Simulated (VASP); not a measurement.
Crystal: C.

```
CELL_PARAMETERS angstrom
0.00000 1.48125 1.48125
1.48125 0.00000 1.48125
1.48125 1.48125 0.00000
ATOMIC_POSITIONS crystal
C 0.00000 0.00000 0.00000
```

| Property | Result |
| --- | --- |
| Program | VASP 6.6.1 |
| Task | relaxation of cell and atoms |
| Functional | PBE |
| Potentials or basis | VASP PAW PBE potentials, release 64 (C) |
| Cutoff | 600 eV |
| k mesh | 23 × 23 × 23 |
| Occupations | fermi-dirac, width 0.1 eV |
| Spin | no spin polarisation |

At the start: pressure 22.0 GPa; volume 6.50 Å³/atom.

Task: Where does the relaxation end?

Result: Over 3 steps the energy falls by 52.3 meV/atom and the volume is 7.34 Å³/atom (+12.9 %); space group Fm-3m (No. 225, to 0.05 Å).

Step by step:
```csv
step,energy change (eV),largest force (eV/Å),pressure (GPa),volume (Å³)
1,0.0000,0.0000,21.97,6.50
2,-0.0522,0.0000,-0.73,7.38
3,-0.0523,0.0000,0.05,7.34
```

Final structure:
```cif
data_structure
_symmetry_space_group_name_H-M 'P 1'
_symmetry_Int_Tables_number 1
_cell_length_a 2.1811
_cell_length_b 2.1811
_cell_length_c 2.1811
_cell_angle_alpha 60.000
_cell_angle_beta 60.000
_cell_angle_gamma 60.000
_cell_volume 7.34
loop_
_atom_site_label
_atom_site_type_symbol
_atom_site_fract_x
_atom_site_fract_y
_atom_site_fract_z
_atom_site_occupancy
C1 C 0.00000 0.00000 0.00000 1
```
